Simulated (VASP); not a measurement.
CdS, 2 atoms in the cell. The structure is cubic, space group F-43m (No. 216). The conventional cell has a = 5.846 Å, b = 5.846 Å, c = 5.846 Å, α = 90.00°, β = 90.00°, γ = 90.00°. Within 3.3 Å of Cd (site symmetry -43m) lie 4 S at 2.53 Å. S (site symmetry -43m) has 4 Cd at 2.53 Å within 3.3 Å.  This cell differs from its parent crystal: volume scaled by 0.98.

| Property | Result |
| --- | --- |
| Program | VASP 6.6.1 |
| Task | electric field gradients |
| Functional | PBEsol |
| Potentials or basis | VASP PAW PBE potentials, release 64 (Cd, S) |
| Cutoff | 520 eV |
| k mesh | 7 × 7 × 7 |
| Occupations | fermi-dirac, width 0.02 eV |
| Spin | no spin polarisation |
| Dipole correction | no |
| Further INCAR settings | ALGO = Normal; EDIFF = 1e-08; NBANDS = 16 |

Potentials or basis: VASP PAW PBE potentials, release 64 (Cd, S).

Run with:

```sh
$ cat potpaw_PBE.64/Cd/POTCAR potpaw_PBE.64/S/POTCAR > POTCAR
$ mpirun -np 1 vasp_std > vasp.out
```

Hardware: 1 thread of Intel(R) Xeon(R) Platinum 8488C (Sapphire Rapids), with other jobs on the host.

Q: How long does it take, and how much memory?

A: It took 16 s on 1 thread of Intel(R) Xeon(R) Platinum 8488C (Sapphire Rapids), on a shared host, peak memory 0.18 GiB. Counts: scf iterations 17, k points 20.
